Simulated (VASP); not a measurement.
The system is MgS.

```
CELL_PARAMETERS angstrom
4.29554 0.00000 0.00000
-2.14777 3.72005 0.00000
0.00000 0.00000 5.28509
ATOMIC_POSITIONS crystal
Mg 0.33333 0.66667 0.25000
Mg 0.66667 0.33333 0.75000
S 0.66667 0.33333 0.25000
S 0.33333 0.66667 0.75000
```

Base run:

```yaml
Program: VASP 6.6.1
Functional: r2SCAN
Potentials_or_basis: VASP PAW PBE potentials, release 64 (Mg, S)
Cutoff: 520 eV
k_mesh: 12 × 12 × 6
Occupations: gaussian, width 0.01 eV
Spin: no spin polarisation
```

Its results: band gap on the k mesh 3.63 eV, direct; pressure -0.4 GPa.

Task: The run is repeated on the same cell with these changes: functional from r2SCAN to PBE; occupations from gaussian, width 0.01 eV to fermi-dirac, width 0.02 eV. What comes out?

Result: Band gap on the k mesh 3.00 eV, direct; pressure 0.9 GPa.

Caveats: the PAW data sets were made with another functional, which shifts forces and pressure a little (some runs).

A k mesh can miss the band edges.
